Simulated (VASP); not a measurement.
Input of a VASP 6.6.1 run:

The input INCAR:

```
ALGO     = Normal         # electronic algorithm
EDIFF    = 1E-6           # SCF threshold, eV
ENCUT    = 520            # plane-wave cutoff, eV
GGA      = PE             # functional
ISIF     = 2              # what is computed and relaxed
ISMEAR   = 0              # smearing method
ISPIN    = 2              # spin polarisation
LASPH    = T              # aspherical terms in the spheres
LCHARG   = F              # write CHGCAR
LDAU     = T              # DFT+U
LDAUJ    = 0 0          
LDAUL    = 2 -1           # shell
LDAUPRINT= 1            
LDAUTYPE = 2            
LDAUU    = 8 0            # U, eV
LMAXMIX  = 4              # l up to which the mixer works
LORBIT   = 11             # projections on sites
LREAL    = F              # projectors in reciprocal space
LWAVE    = F              # write WAVECAR
MAGMOM   = 4 0            # initial moments
NBANDS   = 18             # bands
NELM     = 150            # most SCF steps
PREC     = Accurate       # precision mode
SIGMA    = 0.05           # smearing width, eV
```

Contents of KPOINTS:

```
k-points
0
Gamma
  8 8 8
```

Contents of POSCAR:

```
FeO
1.0
    0.0000000000      2.1554001600      2.1554001600
    2.1554001600      0.0000000000      2.1554001600
    2.1554001600      2.1554001600      0.0000000000
Fe O
1 1
Direct
    0.0000000000      0.0000000000      0.0000000000
    0.5000000000      0.5000000000      0.5000000000
```

Potentials or basis: VASP PAW PBE potentials, release 64 (Fe, O).

Command:

```sh
$ cat potpaw_PBE.64/Fe/POTCAR potpaw_PBE.64/O/POTCAR > POTCAR
$ mpirun -np 1 vasp_std > vasp.out
```

Estimate the pressure.

-3.0 GPa.

Estimate the site moments.

Fe +4.01; O +0.12 μB.

Predict the net moment.

4.00 μB per cell.

Eigenvalues of the final occupation matrices:
| site | spin | trace | eigenvalues |
| --- | --- | --- | --- |
| site 1 d | 1 | 5.06 | 0.99 0.99 0.99 1.05 1.05 |
| site 1 d | 2 | 1.08 | 0.08 0.08 0.31 0.31 0.31 |

Caveat: a cell with one magnetic atom can't hold antiferromagnetic order, which such compounds often take. The state reached can hang on the start; a lower one may exist.

**What was measured.**

From “W\"ustite: Electric, thermodynamic and optical properties of FeO”, 2012, arxiv:1203.1201, for a bulk crystal of FeO: band gap 2.4 eV (optical).

Measured gap of FeO: 2.4 eV (optical; quoted in “W\"ustite: Electric, thermodynamic and optical properties of FeO”, 2012, arxiv:1203.1201). This calculation gives 0.00 eV (-2.40 eV). So large a miss can be the level of theory's own, or it may mean another phase, state or a wrong row. The value is that of PBE+U on a finite k mesh, which can miss the band edges, without temperature or zero-point motion. The run's magnetic order (collinear spin, ferromagnetic start) needn't be the measured crystal's.
